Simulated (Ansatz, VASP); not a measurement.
**CoSi2 in VASP and in Ansatz**

Contents of INCAR:

```
PREC = Accurate
ENCUT = 520
EDIFF = 1E-7
ISMEAR = 0
SIGMA = 0.15
LREAL = F
LASPH = T
NELM = 80
ALGO = Normal
ISIF = 2
LWAVE = F
LCHARG = T
GGA = PE
LELF = T
LVHAR = T
NBANDS = 16
```

File KPOINTS:

```
regular mesh
0
Gamma
  12 12 12
```

Contents of POSCAR:

```
CoSi2
1.0
    0.0000000000      2.6801763726      2.6801763726
    2.6801763726      0.0000000000      2.6801763726
    2.6801763726      2.6801763726      0.0000000000
Co Si
1 2
Direct
   -0.0051919909      0.0051919909     -0.0051919909
    0.2630961531      0.2369038469      0.2477986523
    0.7477986523      0.7522013477      0.7630961531
```

Input for Ansatz:

```yaml
crystal:
  lattice:
    - [0.0, 2.6801763726, 2.6801763726]
    - [2.6801763726, 0.0, 2.6801763726]
    - [2.6801763726, 2.6801763726, 0.0]
  atoms:
    - { symbol: Co, position: [-0.0051919909, 0.0051919909, -0.0051919909] }
    - { symbol: Si, position: [0.2630961531, 0.2369038469, 0.2477986523] }
    - { symbol: Si, position: [0.7477986523, 0.7522013477, 0.7630961531] }
basis:
  ecutwfc: 520.0
kpoints:
  mp_grid: { grid: [12, 12, 12] }
hamiltonian:
  xc: pbe
  pseudopotentials: { kind: paw, azcp: { folder: soft_1 } }
scf:
  occupations: { method: gaussian, width: 0.15 }
output:
  forces: true
  stress: true
  eigenvalues: true
```

Change from the starting cell: mode 4 frozen in at -0.041 Å and mode 8 at -0.029 Å (largest displacements).

Alike in both runs: task single point; functional PBE; k mesh 12 × 12 × 12; occupations gaussian, width 0.15 eV; no spin polarisation.

|  | VASP | Ansatz |
| --- | --- | --- |
| version | VASP 6.6.1 | Ansatz 0.2.0 |
| potentials or method | VASP PAW PBE potentials, release 64 (Co, Si), cutoff 520 eV | scalar-relativistic, plane waves, PAW |
| valence electrons in the cell | 17 | 25 |

|  | VASP | Ansatz | Ansatz less VASP |
| --- | --- | --- | --- |
| gap on the k mesh at the Fermi level (eV) | none | none | - |
| pressure (GPa) | 0.3 | 0.5 | +0.21 |
| traceless stress, the component that is largest in VASP (GPa) | 3.02 | 3.02 | +0.002 |
| rms of the force components (eV/Å) | 0.349 | 0.348 | -0.0003 |

Atom by atom the forces differ by 0.002 eV/Å (rms over components). A gap of «none» marks a metal or a gap that the smearing closes. VASP's potentials hold 17 valence electrons a cell and Ansatz's 25, so a difference there can come from the potentials and not from the codes.
